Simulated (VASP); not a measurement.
# KMgF3 (Pm-3m) in VASP: further runs, part 3 of 3

VASP 6.6.1. Earlier steps stand in the parts before.

### Step 5. Relaxation of cell and atoms, PBE, target pressure 40 GPa, at which the enthalpy is minimised

File INCAR:

```
PREC = Accurate
ENCUT = 600
EDIFF = 1E-6
ISMEAR = 0
SIGMA = 0.01
LREAL = F
LASPH = T
NELM = 80
ALGO = Normal
ISIF = 3
LWAVE = F
LCHARG = F
GGA = PE
IBRION = 2
NSW = 80
EDIFFG = -0.05
PSTRESS = 400.0
```

File KPOINTS:

```
regular mesh
0
Gamma
  5 5 5
```

File POSCAR:

```
KMgF3
1.0
    3.9859000000      0.0000000000      0.0000000000
    0.0000000000      3.9859000000      0.0000000000
    0.0000000000      0.0000000000      3.9859000000
K Mg F
1 1 3
Direct
    0.5000000000      0.5000000000      0.5000000000
    0.0000000000      0.0000000000      0.0000000000
    0.5000000000      0.0000000000      0.0000000000
    0.0000000000      0.5000000000      0.0000000000
    0.0000000000      0.0000000000      0.5000000000
```

Potentials or basis: VASP PAW PBE potentials, release 64 (K_sv, Mg, F).

Run with:

```sh
$ cat potpaw_PBE.64/K_sv/POTCAR potpaw_PBE.64/Mg/POTCAR potpaw_PBE.64/F/POTCAR > POTCAR
$ mpirun -np 1 vasp_std > vasp.out
```

OUTCAR:

```text
PREC = Accurate
   ENCUT = 600
   EDIFF = 1E-6
   ISMEAR = 0
   LREAL = F
   LASPH = T
   NELM = 80
   ISIF = 3
   GGA = PE
   IBRION = 2
   NSW = 80
   EDIFFG = -0.05
   PSTRESS = 400.0

 ion  position               nearest neighbor table
   1  0.500  0.500  0.500-   3 2.82   4 2.82   5 2.82   3 2.82   4 2.82   3 2.82   5 2.82   3 2.82
                             4 2.82   5 2.82   4 2.82   5 2.82   2 3.45   2 3.45   2 3.45   2 3.45
   2  0.000  0.000  0.000-   3 1.99   4 1.99   5 1.99   5 1.99   4 1.99   3 1.99   1 3.45   1 3.45
                             1 3.45   1 3.45   1 3.45   1 3.45   1 3.45   1 3.45
   3  0.500  0.000  0.000-   2 1.99   2 1.99   1 2.82   1 2.82   1 2.82   1 2.82
   4  0.000  0.500  0.000-   2 1.99   2 1.99   1 2.82   1 2.82   1 2.82   1 2.82
   5  0.000  0.000  0.500-   2 1.99   2 1.99   1 2.82   1 2.82   1 2.82   1 2.82

  LATTYP: Found a simple cubic cell.
 ALAT       =     3.9859000000

  Lattice vectors:

 A1 = (   3.9859000000,   0.0000000000,   0.0000000000)
 A2 = (   0.0000000000,   3.9859000000,   0.0000000000)
 A3 = (   0.0000000000,   0.0000000000,   3.9859000000)

Analysis of symmetry for initial positions (statically):
=====================================================================
 Subroutine PRICEL returns:
 Original cell was already a primitive cell.

 Routine SETGRP: Setting up the symmetry group for a
 simple cubic supercell.

 Subroutine GETGRP returns: Found 48 space group operations
 (whereof 48 operations were pure point group operations)
 out of a pool of 48 trial point group operations.

The static configuration has the point symmetry O_h .

Analysis of symmetry for dynamics (positions and initial velocities):
=====================================================================
 Subroutine PRICEL returns:
 Original cell was already a primitive cell.

 Routine SETGRP: Setting up the symmetry group for a
 simple cubic supercell.

 Subroutine GETGRP returns: Found 48 space group operations
 (whereof 48 operations were pure point group operations)
 out of a pool of 48 trial point group operations.

The dynamic configuration has the point symmetry O_h .

 Subroutine INISYM returns: Found 48 space group operations
 (whereof 48 operations are pure point group operations),
 and found     1 'primitive' translations

----------------------------------------------------------------------------------------

                                     Primitive cell

  volume of cell :      63.3256

  direct lattice vectors                    reciprocal lattice vectors
     3.985900000  0.000000000  0.000000000     0.250884367  0.000000000  0.000000000
     0.000000000  3.985900000  0.000000000     0.000000000  0.250884367  0.000000000
     0.000000000  0.000000000  3.985900000     0.000000000  0.000000000  0.250884367

  length of vectors
     3.985900000  3.985900000  3.985900000     0.250884367  0.250884367  0.250884367

  position of ions in fractional coordinates (direct lattice)
     0.500000000  0.500000000  0.500000000
     0.000000000  0.000000000  0.000000000
     0.500000000  0.000000000  0.000000000
     0.000000000  0.500000000  0.000000000
     0.000000000  0.000000000  0.500000000

  ion indices of the primitive-cell ions
   primitive index   ion index
                 1           1
                 2           2
                 3           3
                 4           4
                 5           5

----------------------------------------------------------------------------------------

 KPOINTS: regular mesh

Automatic generation of k-mesh.
 Grid dimensions read from file:
 generate k-points for:    5    5    5

 Generating k-lattice:

  Cartesian coordinates                     Fractional coordinates (reciprocal lattice)
     0.050176873  0.000000000  0.000000000     0.200000000  0.000000000  0.000000000
     0.000000000  0.050176873  0.000000000     0.000000000  0.200000000  0.000000000
     0.000000000  0.000000000  0.050176873     0.000000000  0.000000000  0.200000000

  Length of vectors
     0.050176873  0.050176873  0.050176873

  Shift w.r.t. Gamma in fractional coordinates (k-lattice)
     0.000000000  0.000000000  0.000000000

 Subroutine IBZKPT returns following result:
 ===========================================

 Found     10 irreducible k-points:

 Following reciprocal coordinates:
            Coordinates               Weight
  0.000000  0.000000  0.000000      1.000000
  0.200000  0.000000  0.000000      6.000000
  0.400000  0.000000  0.000000      6.000000
  0.200000  0.200000  0.000000     12.000000
  0.400000  0.200000  0.000000     24.000000
  0.400000  0.400000  0.000000     12.000000
  0.200000  0.200000  0.200000      8.000000
  0.400000  0.200000  0.200000     24.000000
  0.400000  0.400000  0.200000     24.000000
  0.400000  0.400000  0.400000      8.000000
   k-points           NKPTS =     10   k-points in BZ     NKDIM =     10   number of bands    NBANDS=     20
   number of dos      NEDOS =    301   number of ions     NIONS =      5
   total plane-waves  NPLWV =  32768
   dimension x,y,z NGX =    32 NGY =   32 NGZ =   32
   dimension x,y,z NGXF=    64 NGYF=   64 NGZF=   64
   ions per type =               1   1   3
   NGX,Y,Z   is equivalent  to a cutoff of  13.35, 13.35, 13.35 a.u.
   NGXF,Y,Z  is equivalent  to a cutoff of  26.69, 26.69, 26.69 a.u.
 SYSTEM =  unknown system
   PREC   = accura    normal or accurate (medium, high low for compatibility)
   ISTART =      0    job   : 0-new  1-cont  2-samecut
   ICHARG =      2    charge: 1-file 2-atom 10-const
   ISPIN  =      1    spin polarized calculation?
   LNONCOLLINEAR =      F non collinear calculations
   LSORBIT =      F    spin-orbit coupling
   LASPH  =      T    aspherical Exc in radial PAW
   ENCUT  =  600.0 eV  44.10 Ry    6.64 a.u.   7.96  7.96  7.96*2*pi/ulx,y,z
   NELM   =     80;   NELMIN=  2; NELMDL= -5     # of ELM steps
   EDIFF  = 0.1E-05   stopping-criterion for ELM
   LREAL  =      F    real-space projection
   EDIFFG = -.5E-01   stopping-criterion for IOM
   NSW    =     80    number of steps for IOM
   IBRION =      2    ionic relax: 0-MD 1-quasi-New 2-CG
   NFREE  =      1    steps in history (QN), initial steepest desc. (CG)
   ISIF   =      3    stress and relaxation
   ISYM   =      2    0-nonsym 1-usesym 2-fastsym
   POTIM  = 0.5000    time-step for ionic-motion
   TEBEG  =    0.0;   TEEND  =   0.0 temperature during run
   PSTRESS=  400.0 pullay stress
   NELECT =      32.0000    total number of electrons
   NUPDOWN=      -1.0000    fix difference up-down
   EMIN   =  10.00;   EMAX   =-10.00  energy-range for DOS
   EFERMI =   0.00;   METHOD = LEGACY
   ISMEAR =     0;   SIGMA  =   0.01  broadening in eV -4-tet -1-fermi 0-gaus
   EFERMI_NEDOS =   21; number of points for ismear=-14 and -15
   IALGO  =     38    algorithm
   IMIX   =      4    mixing-type and parameters
     AMIX     =   0.40;   BMIX     =  1.00
     AMIX_MAG =   1.60;   BMIX_MAG =  1.00
  volume/ion in A,a.u.               =      12.67        85.47
  Fermi-wavevector in a.u.,A,eV,Ry     =   1.303962  2.464132 23.134232  1.700318
  Thomas-Fermi vector in A             =   2.434930
   LORBIT       =      0    0 simple, 1 ext, 2 COOP (PROOUT), +10 PAW based schemes
   GGA     = PE    functional components
   LHFCALC =     F    Hartree Fock is set to
   AEXX    =    0.0000 exact exchange contribution
   IVDW    =     0    specifies the selected vdW correction
   LEPSILON=     F    determine dielectric tensor
   LRPA    =     F    only Hartree local field effects (RPA)
 conjugate gradient relaxation of ions
 non-spin polarized calculation
 Gauss-broadening in eV      SIGMA  =   0.01
  energy-cutoff  :      600.00
  volume of cell :       63.33
 maximum number of plane-waves:      2139
 NGX is ok and might be reduce to    32
   NGX = 15   NGY = 15   NGZ = 15

--------------------------------------- Ionic step        1  -------------------------------------------

 number of electron      32.0000010 magnetization

 Free energy of the ion-electron system (eV)
  ---------------------------------------------------
  ext. energy  EPLUGINS =         0.00000000
  ---------------------------------------------------
  free energy    TOTEN  =       -24.42202092 eV

  energy without entropy =      -24.42202092  energy(sigma->0) =      -24.42202092

 E-fermi :  -1.5856     XC(G=0):  -9.6841

 val. band max:       -1.6671887246   @ k =   0.4000   0.4000   0.4000
 cond. band min:       5.7022837993   @ k =   0.0000   0.0000   0.0000
 fundamental gap:      7.3694725239
 Fermi energy:        -1.5855932131

 k-point     1 :       0.0000    0.0000    0.0000
  band No.  band energies     occupation
      1     -27.2554      2.00000
      2     -21.7237      2.00000
      3     -21.0692      2.00000
      4     -21.0692      2.00000
      5     -10.7480      2.00000
      6     -10.7480      2.00000
[... 576 lines left out ...]
  enthalpy is  TOTEN    =       -10.5902206892 eV   P V=       12.3388625313

--------------------------------------- Ionic step        4  -------------------------------------------

 number of electron      31.9999983 magnetization

 Free energy of the ion-electron system (eV)
  ---------------------------------------------------
  ext. energy  EPLUGINS =         0.00000000
  ---------------------------------------------------
  free energy    TOTEN  =       -22.85583487 eV

  energy without entropy =      -22.85583487  energy(sigma->0) =      -22.85583487

 E-fermi :  -0.0692     XC(G=0): -11.0160

 val. band max:       -0.1783050415   @ k =   0.4000   0.4000   0.4000
 cond. band min:       9.4765212000   @ k =   0.0000   0.0000   0.0000
 fundamental gap:      9.6548262415
 Fermi energy:        -0.0691902508

 k-point     1 :       0.0000    0.0000    0.0000
  band No.  band energies     occupation
      1     -25.3898      2.00000
      2     -20.9283      2.00000
      3     -19.9396      2.00000
      4     -19.9396      2.00000
      5      -8.9053      2.00000
      6      -8.9053      2.00000
[... 251 lines left out ...]
  FREE ENERGIE OF THE ION-ELECTRON SYSTEM (eV)
  ---------------------------------------------------
  free  energy   TOTEN  =       -22.8558348727 eV

  energy  without entropy=      -22.8558348727  energy(sigma->0) =      -22.85583487

  enthalpy is  TOTEN    =       -10.5921211540 eV   P V=       12.2637137188

 reached required accuracy - stopping structural energy minimisation
```

CONTCAR:

```text
KMgF3
   1.00000000000000
     3.6623304818460687    0.0000000000000000   -0.0000000000000000
     0.0000000000000000    3.6623304818460687    0.0000000000000000
     0.0000000000000000    0.0000000000000000    3.6623304818460687
  K               Mg              F
     1     1     3
Direct
     0.5000000000000000    0.5000000000000000    0.5000000000000000
     0.0000000000000000    0.0000000000000000    0.0000000000000000
     0.5000000000000000    0.0000000000000000    0.0000000000000000
     0.0000000000000000    0.5000000000000000    0.0000000000000000
     0.0000000000000000    0.0000000000000000    0.5000000000000000

  0.00000000E+00  0.00000000E+00  0.00000000E+00
  0.00000000E+00  0.00000000E+00  0.00000000E+00
  0.00000000E+00  0.00000000E+00  0.00000000E+00
  0.00000000E+00  0.00000000E+00  0.00000000E+00
  0.00000000E+00  0.00000000E+00  0.00000000E+00
```

It took 24 s on 1 thread of Intel Xeon 6975P-C (Granite Rapids), shared host; peak memory 0.19 GiB.

Results:

```
Free energy                                            : -22.8558 eV
Relaxed volume                                         : 9.82 Å³/atom
Relaxed cell                                           : a = 3.662 Å, b = 3.662 Å, c = 3.662 Å, α = 90.00°, β = 90.00°, γ = 90.00°
Space group after relaxing (to 0.05 Å)                 : Pm-3m (No. 221)
Energy change on relaxing (the enthalpy is what falls) : +313.2 meV/atom
Ionic steps                                            : 4
Pressure after relaxing                                : 39.7 GPa
Band gap on the k mesh                                 : 9.65 eV, indirect (least direct gap 9.84 eV)
```

Step by step:
| step | energy change (eV) | largest force (eV/Å) | pressure (GPa) | volume (Å³) |
| --- | --- | --- | --- | --- |
| 1 | 0.0000 | 0.0000 | 3.25 | 63.33 |
| 2 | 5.3035 | 0.0000 | 105.11 | 40.26 |
| 3 | 1.4929 | 0.0000 | 38.32 | 49.42 |
| 4 | 1.5662 | 0.0000 | 39.67 | 49.12 |

Final structure:
```cif
data_structure
_symmetry_space_group_name_H-M 'P 1'
_symmetry_Int_Tables_number 1
_cell_length_a 3.6623
_cell_length_b 3.6623
_cell_length_c 3.6623
_cell_angle_alpha 90.000
_cell_angle_beta 90.000
_cell_angle_gamma 90.000
_cell_volume 49.12
loop_
_atom_site_label
_atom_site_type_symbol
_atom_site_fract_x
_atom_site_fract_y
_atom_site_fract_z
_atom_site_occupancy
K1 K 0.50000 0.50000 0.50000 1
Mg1 Mg 0.00000 0.00000 0.00000 1
F1 F 0.50000 0.00000 0.00000 1
F2 F 0.00000 0.50000 0.00000 1
F3 F 0.00000 0.00000 0.50000 1
```

Caveat: the cell is relaxed towards a set pressure, so the enthalpy falls and the energy may rise; the volume moved by over 15 % at a fixed basis, so the end points are rough.

### Step 6. The runs side by side

```csv
cell,gap on the mesh (eV),pressure (GPa)
relaxed to 10 GPa,7.94,10.0
relaxed to 20 GPa,8.62,20.0
relaxed to 30 GPa,9.16,29.7
relaxed to 40 GPa,9.65,39.7
```

Alike in all rows: task relaxation of cell and atoms; level PBE; potentials or basis VASP PAW PBE potentials, release 64 (K_sv, Mg, F); no spin polarisation; k mesh 5 × 5 × 5; cutoff (eV) 600; smearing gaussian 0.01 eV.

Caveats: the cell is relaxed towards a set pressure, so the enthalpy falls and the energy may rise; the volume moved by over 15 % at a fixed basis, so the end points are rough (some runs).

Absolute energies hang on the potentials; compare differences alone.
